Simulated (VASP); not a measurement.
Se, 3 atoms in the cell. Symmetry: P3_221, No. 154, trigonal system. Conventional cell: a = 4.468 Å, b = 4.468 Å, c = 5.078 Å, α = 90.00°, β = 90.00°, γ = 120.00°. Within 3.1 Å of Se (site symmetry 2) lie 2 Se at 2.38 Å. 

```yaml
Program: VASP 6.6.1
Task: single point
Functional: PBE
Potentials_or_basis: VASP PAW PBE potentials, release 64 (Se)
Cutoff: 500 eV
k_mesh: 5 × 5 × 4
Occupations: gaussian, width 0.01 eV
Spin: no spin polarisation
Dipole_correction: no
Further_INCAR_settings: ALGO = Normal; EDIFF = 1e-06; NBANDS = 16
```

Potentials or basis: VASP PAW PBE potentials, release 64 (Se).

Run with:

```console
$ cat potpaw_PBE.64/Se/POTCAR > POTCAR
$ mpirun -np 1 vasp_std > vasp.out
```

Hardware: 1 thread of AMD EPYC 7R13 (shared host).

**Question.** Estimate the wall time of this run.

**Answer.** Run time: 43 s on 1 thread of AMD EPYC 7R13, on a shared host, peak memory 0.22 GiB. Counts: scf iterations 12, k points 17.
